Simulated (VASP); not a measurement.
# Zn3Cd9SnBi2Sb (P1) in VASP: single point with r2SCAN

Aim: the single point of Zn3Cd9SnBi2Sb with r2SCAN.

Program: VASP 6.6.1. These are calculated values, not measurements. Logs are shortened: lines on timing, memory, paths and dates and some standing lists are left out, and cuts for length are marked.

## Step 1: The cell of the first run

The typed cell holds 16 atoms: a = 6.394 Å, b = 7.228 Å, c = 8.884 Å, α = 102.71°, β = 98.83°, γ = 79.52°.

## Step 2: Single point, r2SCAN

The input, POSCAR:

```
Zn3Cd9SnBi2Sb
1.0
    6.3439054832      0.5880541615     -0.5410775879
    0.5880541615      7.1517100746     -0.8640706563
   -0.5410775879     -0.8640706563      8.8252310795
Zn Cd Sn Sb Bi
3 9 1 1 2
Direct
   -0.0561783296      0.4088540859      0.0675704245
    0.2798544557      0.2627544302      0.2440709265
    0.2862125707      0.1718938975      0.5114505834
    0.0430857863      1.0093589496     -0.0293229777
    0.5580068074      0.9522615933     -0.0466267129
    0.0104316534     -0.0582794569      0.5580009105
    0.8684952519      0.2023232939      0.2829392950
    0.0326855878      0.5311246424      0.4946985303
    0.0959314993      0.3346460649      0.7770979792
    0.6891463637      0.2027162456      0.7572826120
    0.2836791167      0.6776734460      0.7892899570
    0.5698191509      0.8310384287      0.5975159191
    0.9048482777      0.7866025284      0.2061185398
    0.5846464631      0.4173125532      0.5104150335
    0.4786748214      0.4013921977      1.0411028117
    0.3980078484      0.8573559852      0.2505753696
```

The input, INCAR.step1:

```
  PREC = Accurate
  ENCUT = 520
  ISMEAR = 0
  SIGMA = 0.1
  LREAL = Auto
  LASPH = T
  NELM = 60
  ISYM = 0
  NBANDS = 110
  GGA = PE
  ALGO = Normal
  EDIFF = 1E-4
  LWAVE = T
  LCHARG = F
```

The input, INCAR.step2:

```
  PREC = Accurate
  ENCUT = 520
  EDIFF = 1E-6
  ISMEAR = 0
  SIGMA = 0.1
  LREAL = Auto
  LASPH = T
  NELM = 60
  ALGO = Normal
  ISIF = 2
  LWAVE = F
  LCHARG = T
  METAGGA = R2SCAN
  LMIXTAU = T
  LELF = T
  LVHAR = T
  ISYM = 0
  NBANDS = 110
  ISTART = 1
```

The input, KPOINTS:

```
Automatic mesh
0
Gamma
  2 2 2
  0.5 0.5 0.5
```

Potentials or basis: VASP PAW PBE potentials, release 64 (Zn, Cd, Sn_d, Sb, Bi_d).

Run with:

```sh
> cat potpaw_PBE.64/Zn/POTCAR potpaw_PBE.64/Cd/POTCAR potpaw_PBE.64/Sn_d/POTCAR potpaw_PBE.64/Sb/POTCAR potpaw_PBE.64/Bi_d/POTCAR > POTCAR
> cp INCAR.step1 INCAR
> mpirun -np 1 vasp_std > vasp.out
> cp INCAR.step2 INCAR
> mpirun -np 1 vasp_std > vasp.out
```

OUTCAR:

```text
PREC = Accurate
   ENCUT = 520
   EDIFF = 1E-6
   ISMEAR = 0
   LREAL = Auto
   LASPH = T
   NELM = 60
   ISIF = 2
   METAGGA = R2SCAN
   ISYM = 0
   ISTART = 1

 ion  position               nearest neighbor table
   1  0.944  0.409  0.068-   2 2.66  13 2.72   9 2.80   4 2.81   7 2.81  15 2.96  10 3.19  15 3.45

   2  0.280  0.263  0.244-   3 2.59   1 2.66  15 2.80   7 2.83  16 2.90  14 2.98   8 3.05   4 3.08

   3  0.286  0.172  0.511-   2 2.59   9 2.75   6 2.76   8 2.82  14 2.83  16 2.94  12 2.95   7 3.10
                            10 3.12
   4  0.043  0.009  0.971-   1 2.81  11 2.90  10 3.06   2 3.08   7 3.09   5 3.18  13 3.21   5 3.27
                             9 3.29  16 3.33   6 3.57
   5  0.558  0.952  0.953-  11 2.89  10 3.07  12 3.10  15 3.13  13 3.18   4 3.18  16 3.22   4 3.27
                             7 3.60
   6  0.010  0.942  0.558-   3 2.76   8 2.88  10 3.02  13 3.09  12 3.15   9 3.16  11 3.21   7 3.33
                            12 3.50   4 3.57  16 3.84
   7  0.868  0.202  0.283-   1 2.81   2 2.83  13 2.91  14 2.92   8 2.94   4 3.09   3 3.10   6 3.33
                            15 3.36   5 3.60  16 3.83
   8  0.033  0.531  0.495-   3 2.82   6 2.88   7 2.94  11 2.94   2 3.05   9 3.09  14 3.15  13 3.40
                            12 3.45  14 3.46
   9  0.096  0.335  0.777-   3 2.75   1 2.80  10 2.90  11 2.92   8 3.09  15 3.15   6 3.16   4 3.29
[... 9 lines left out ...]
  14  0.585  0.417  0.510-   3 2.83  10 2.89  12 2.91   7 2.92   2 2.98   8 3.15  11 3.39   8 3.46
                             9 3.77
  15  0.479  0.401  0.041-   2 2.80   1 2.96  10 3.00   5 3.13   9 3.15  11 3.28   7 3.36  16 3.40
                             1 3.45
  16  0.398  0.857  0.251-   2 2.90   3 2.94  12 3.14   5 3.22  13 3.24  13 3.26   4 3.33  15 3.40
                             7 3.83   6 3.84

IMPORTANT INFORMATION: All symmetrisations will be switched off!
NOSYMM: (Re-)initialisation of all symmetry stuff for point group C_1.

----------------------------------------------------------------------------------------

                                     Primitive cell

  volume of cell :     391.0665

  direct lattice vectors                    reciprocal lattice vectors
     6.343905483  0.588054162 -0.541077588     0.159484061 -0.012075144  0.008595749
     0.588054162  7.151710075 -0.864070656    -0.012075144  0.142414818  0.013203380
    -0.541077588 -0.864070656  8.825231079     0.008595749  0.013203380  0.115131220

  length of vectors
     6.394037022  7.227681702  8.883922932     0.160171351  0.143534382  0.116204191

  position of ions in fractional coordinates (direct lattice)
     0.943821670  0.408854086  0.067570424
     0.279854456  0.262754430  0.244070927
     0.286212571  0.171893897  0.511450583
[... 91 lines left out ...]
   POTIM  = 0.5000    time-step for ionic-motion
   TEBEG  =    0.0;   TEEND  =   0.0 temperature during run
   PSTRESS=    0.0 pullay stress
   NELECT =     193.0000    total number of electrons
   NUPDOWN=      -1.0000    fix difference up-down
   EMIN   =  10.00;   EMAX   =-10.00  energy-range for DOS
   EFERMI =   0.00;   METHOD = LEGACY
   ISMEAR =     0;   SIGMA  =   0.10  broadening in eV -4-tet -1-fermi 0-gaus
   EFERMI_NEDOS =   21; number of points for ismear=-14 and -15
   IALGO  =     38    algorithm
   IMIX   =      4    mixing-type and parameters
     AMIX     =   0.40;   BMIX     =  1.00
     AMIX_MAG =   1.60;   BMIX_MAG =  1.00
  volume/ion in A,a.u.               =      24.44       164.94
  Fermi-wavevector in a.u.,A,eV,Ry     =   1.293730  2.444796 22.772586  1.673738
  Thomas-Fermi vector in A             =   2.425357
   LORBIT       =      0    0 simple, 1 ext, 2 COOP (PROOUT), +10 PAW based schemes
   METAGGA = R2SCAN    functional components
   LHFCALC =     F    Hartree Fock is set to
   AEXX    =    0.0000 exact exchange contribution
   IVDW    =     0    specifies the selected vdW correction
   LEPSILON=     F    determine dielectric tensor
   LRPA    =     F    only Hartree local field effects (RPA)
 non-spin polarized calculation
 Gauss-broadening in eV      SIGMA  =   0.10
  energy-cutoff  :      520.00
  volume of cell :      391.07
 maximum number of plane-waves:     10554
   NGX = 23   NGY = 27   NGZ = 33

 number of electron     193.0000009 magnetization

 Free energy of the ion-electron system (eV)
  ---------------------------------------------------
  ext. energy  EPLUGINS =         0.00000000
  ---------------------------------------------------
  free energy    TOTEN  =      -374.31296240 eV

  energy without entropy =     -374.28709081  energy(sigma->0) =     -374.30002660

 E-fermi :   3.6394     XC(G=0): -11.0008

 val. band max:        3.6080354616   @ k =   0.2500   0.2500   0.2500
 cond. band min:       3.6703537527   @ k =  -0.2500   0.2500   0.2500
 fundamental gap:      0.0623182911
 Fermi energy:         3.6394347940

 k-point     1 :       0.2500    0.2500    0.2500
  band No.  band energies     occupation
      1     -19.6424      2.00000
      2     -19.6156      2.00000
      3     -19.5967      2.00000
      4     -19.5905      2.00000
      5     -19.5801      2.00000
      6     -19.5640      2.00000
[... 433 lines left out ...]
    107       6.8290      0.00000
    108       6.9786      0.00000
 [bands above 108 left out]

------------------------ aborting loop because EDIFF is reached ----------------------------------------

  FORCE on cell =-STRESS in cart. coord.  units (eV):
  Direction    XX          YY          ZZ          XY          YZ          ZX
  --------------------------------------------------------------------------------------
  -------------------------------------------------------------------------------------
  Total        0.4112955      0.5095611      0.4334286      0.0174683      0.0774169     -0.0380114
  in kB        1.6850543      2.0876429      1.7757323      0.0715668      0.3171725     -0.1557304
  external PRESSURE =       1.8494765 kB  Pullay stress =       0.0000000 kB

 VOLUME and BASIS-vectors are now :
 -----------------------------------------------------------------------------
  energy-cutoff  :      520.00
  volume of cell :      391.07
      direct lattice vectors                 reciprocal lattice vectors
     6.343905483  0.588054162 -0.541077588     0.159484061 -0.012075144  0.008595749
     0.588054162  7.151710075 -0.864070656    -0.012075144  0.142414818  0.013203380
    -0.541077588 -0.864070656  8.825231079     0.008595749  0.013203380  0.115131220

 POSITION                                       TOTAL-FORCE (eV/Angst)
 -----------------------------------------------------------------------------------
      6.19138      3.42064     -0.26763         0.012132      0.017970     -0.008391
      1.79782      1.83282      1.77552        -0.003773     -0.012312      0.025166
      1.64005      0.95571      4.21028         0.023656      0.019090     -0.008934
     -0.24638     -0.74646      8.53505         0.009190     -0.006547      0.001919
      3.58407      6.31466      7.28899         0.006833      0.006966      0.000908
      0.31804      6.25889      4.10513        -0.004099     -0.006103     -0.004205
[... 8 lines left out ...]
      3.25047      3.11661     -0.24309        -0.015402      0.015787     -0.001792
      2.89352      6.14910      1.25522        -0.006543     -0.029247     -0.011408
 -----------------------------------------------------------------------------------
    total drift:                               -0.026527     -0.015563      0.004551

  FREE ENERGIE OF THE ION-ELECTRON SYSTEM (eV)
  ---------------------------------------------------
  free  energy   TOTEN  =      -374.3129623976 eV

  energy  without entropy=     -374.2870908077  energy(sigma->0) =     -374.30002660
```

It took 8 min on 1 thread of Intel Xeon Platinum 8488C (Sapphire Rapids), shared host; peak memory 0.55 GiB.

What came out:

```
Free energy            : -374.3130 eV
Pressure               : 0.2 GPa
Largest force          : 0.032 eV/Å
Band gap on the k mesh : zero (an odd number of electrons rules out a gap without spin polarisation)
```

Forces on the atoms (eV/Å):
```
Zn   0.012  0.018 -0.008
Zn  -0.004 -0.012  0.025
Zn   0.024  0.019 -0.009
Cd   0.009 -0.007  0.002
Cd   0.007  0.007  0.001
Cd  -0.004 -0.006 -0.004
Cd  -0.004 -0.005 -0.010
Cd  -0.007  0.012 -0.012
Cd  -0.003  0.007  0.009
Cd  -0.007  0.009  0.007
Cd   0.005 -0.007 -0.001
Cd   0.001 -0.012 -0.003
Sn  -0.006 -0.012  0.005
Sb  -0.001  0.003  0.011
Bi  -0.015  0.016 -0.002
Bi  -0.007 -0.029 -0.011
```

Caveat: the k points lie up to 0.50 Å⁻¹ apart, too coarse for converged energies and pressures of a metal; the PAW data sets were made with another functional, which shifts forces and pressure a little; spin-orbit coupling is left out, which moves the levels of the heavy elements.

The gap in the log of VASP goes by the Fermi energy; the results here count the filled bands.